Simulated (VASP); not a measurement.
Here is a VASP 6.6.1 calculation.

File POSCAR:

```
Ag
1.0
   -1.6556540000      1.6556540000      1.6556540000
    1.6556540000     -1.6556540000      1.6556540000
    3.3113080000      3.3113080000      0.0000000000
Ag
2
Direct
   -0.0113248299     -0.0113248299      0.0000000000
    0.5113248299      0.5113248299      0.5000000000
```

Contents of INCAR.step1:

```
PREC     = Accurate       # precision mode
ENCUT    = 520            # plane-wave cutoff, eV
ISMEAR   = 0              # smearing method
SIGMA    = 0.15           # smearing width, eV
LREAL    = F              # projectors in reciprocal space
LASPH    = T              # aspherical terms in the spheres
NELM     = 100            # most SCF steps
NBANDS   = 18             # bands
GGA      = PE             # functional
ALGO     = Normal         # electronic algorithm
EDIFF    = 1E-4           # SCF threshold, eV
LWAVE    = T              # write WAVECAR
LCHARG   = F              # write CHGCAR
```

File INCAR.step2:

```
PREC     = Accurate       # precision mode
ENCUT    = 520            # plane-wave cutoff, eV
EDIFF    = 1E-6           # SCF threshold, eV
ISMEAR   = 0              # smearing method
SIGMA    = 0.15           # smearing width, eV
LREAL    = F              # projectors in reciprocal space
LASPH    = T              # aspherical terms in the spheres
NELM     = 100            # most SCF steps
ALGO     = Normal         # electronic algorithm
ISIF     = 2              # what is computed and relaxed
LWAVE    = F              # write WAVECAR
LCHARG   = T              # write CHGCAR
METAGGA  = R2SCAN         # meta-GGA
LMIXTAU  = T            
LELF     = T              # ELF
LVHAR    = T            
NBANDS   = 18             # bands
ISTART   = 1
```

File KPOINTS:

```
regular mesh
0
Gamma
  18 18 10
```

Potentials or basis: VASP PAW PBE potentials, release 64 (Ag).

Run with:

```console
$ cat potpaw_PBE.64/Ag/POTCAR > POTCAR
$ cp INCAR.step1 INCAR
$ mpirun -np 1 vasp_std > vasp.out
$ cp INCAR.step2 INCAR
$ mpirun -np 1 vasp_std > vasp.out
```

(1) Estimate the band gap on the k mesh.

(2) Estimate the pressure.

(3) Estimate the largest force.

Answers

(1) zero (bands 11 and 12 overlap by 8.48 eV).

(2) -3.5 GPa.

(3) 0.142 eV/Å.

Caveat: the cell differs from its parent crystal (atoms displaced along a vibrational mode); the cell stands under tension; the PAW data sets were made with another functional, which shifts forces and pressure a little.
